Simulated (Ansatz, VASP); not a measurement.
**Two plane-wave programs on Zn4SO3**

```
Zn S O
1.0
     3.42370    0.00000    0.00000
    -1.71185    2.96501    0.00000
     0.00000    0.00000   11.10118
Zn S O
4 1 3
Cartesian
  1.7118 0.9883 0.3558
  1.7118 0.9883 5.4593
  0.0000 0.0000 2.9091
  0.0000 0.0000 8.0294
  0.0000 0.0000 10.3864
  1.7118 0.9883 2.3449
  1.7118 0.9883 7.4605
  0.0000 0.0000 4.9060
```

Alike in both runs: task single point; functional PBE; k mesh 6 × 6 × 2; occupations gaussian, width 0.1 eV; no spin polarisation.

|  | VASP | Ansatz |
| --- | --- | --- |
| version | VASP 6.6.1 | Ansatz 0.2.0 |
| potentials or method | VASP PAW PBE potentials, release 64 (Zn, S, O), cutoff 520 eV | scalar-relativistic, plane waves, PAW |
| valence electrons in the cell | 72 | 72 |

Ansatz gave:

```
gap on the k mesh at the Fermi level (eV)                     : none
pressure (GPa)                                                : 0.0
traceless stress, the component that is largest in VASP (GPa) : -0.06
rms of the force components (eV/Å)                            : 0.008
```

Q: Which values does VASP return?

A: gap on the k mesh at the Fermi level (eV): none; pressure (GPa): 0.6; traceless stress, the component that is largest in VASP (GPa): 0.06; rms of the force components (eV/Å): 0.020.

Atom by atom the forces differ by 0.015 eV/Å (rms over components). A gap of «none» marks a metal or a gap that the smearing closes.
